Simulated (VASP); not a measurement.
Set up this calculation in VASP 6.6.1, as the native input.

```
Task                   : single point
Functional             : LDA
Potentials or basis    : VASP PAW LDA potentials, release 64 (Si, O)
Cutoff                 : 520 eV
k mesh                 : 4 × 4 × 4
Occupations            : gaussian, width 0.02 eV
Spin                   : no spin polarisation
Dipole correction      : no
Further INCAR settings : LREAL = Auto; ALGO = Normal; EDIFF = 1e-07; NBANDS = 82
```

The structure of SiO2 lies in POSCAR:

```
SiO2
1.0
   -4.1931792180      4.1931792180      4.1931792180
    4.1931792180     -4.1931792180      4.1931792180
    4.1931792180      4.1931792180     -4.1931792180
Si O
8 16
Direct
    0.5000000000      0.0000000000      0.7813350965
    0.2813350965      0.2813350965      0.2813350965
    0.5000000000      0.0000000000      0.2186649035
    0.7186649035      0.7186649035      0.7186649035
    0.7813350965      0.5000000000      0.0000000000
    0.0000000000      0.2186649035      0.5000000000
    0.2186649035      0.5000000000      0.0000000000
    0.0000000000      0.7813350965      0.5000000000
    0.6831160095      0.9331160095      0.7500000000
    0.7500000000      0.6831160095      0.9331160095
    0.8168839905      0.5668839905      0.2500000000
    0.7500000000      0.1831160095      0.4331160095
    0.0668839905      0.2500000000      0.3168839905
    0.5000000000      0.0000000000      0.0000000000
    0.2500000000      0.8168839905      0.5668839905
    0.4331160095      0.7500000000      0.1831160095
    0.3168839905      0.0668839905      0.2500000000
    0.1831160095      0.4331160095      0.7500000000
    0.9331160095      0.7500000000      0.6831160095
    0.5000000000      0.5000000000      0.5000000000
    0.2500000000      0.3168839905      0.0668839905
    0.0000000000      0.5000000000      0.0000000000
    0.0000000000      0.0000000000      0.5000000000
    0.5668839905      0.2500000000      0.8168839905
```

One way to write it, as run:

INCAR

```
ALGO = Normal
EDIFF = 1E-7
ENCUT = 520
ISIF = 2
ISMEAR = 0
LASPH = T
LCHARG = F
LREAL = Auto
LWAVE = F
NBANDS = 82
NELM = 100
PREC = Accurate
SIGMA = 0.02
```

KPOINTS

```
k-points
0
Gamma
  4 4 4
```

Potentials or basis: VASP PAW LDA potentials, release 64 (Si, O).

Launch:

```console
$ cat potpaw_LDA.64/Si/POTCAR potpaw_LDA.64/O/POTCAR > POTCAR
$ mpirun -np 1 vasp_std > vasp.out
```

Results of the run:

```
Pressure               : 0.7 GPa
Largest force          : 0.045 eV/Å
Band gap on the k mesh : 5.81 eV (least direct gap 5.88 eV)
```

It took 4 min on 1 thread of Intel(R) Xeon(R) 6975P-C (Granite Rapids), with other jobs on the host, peak memory 0.37 GiB.
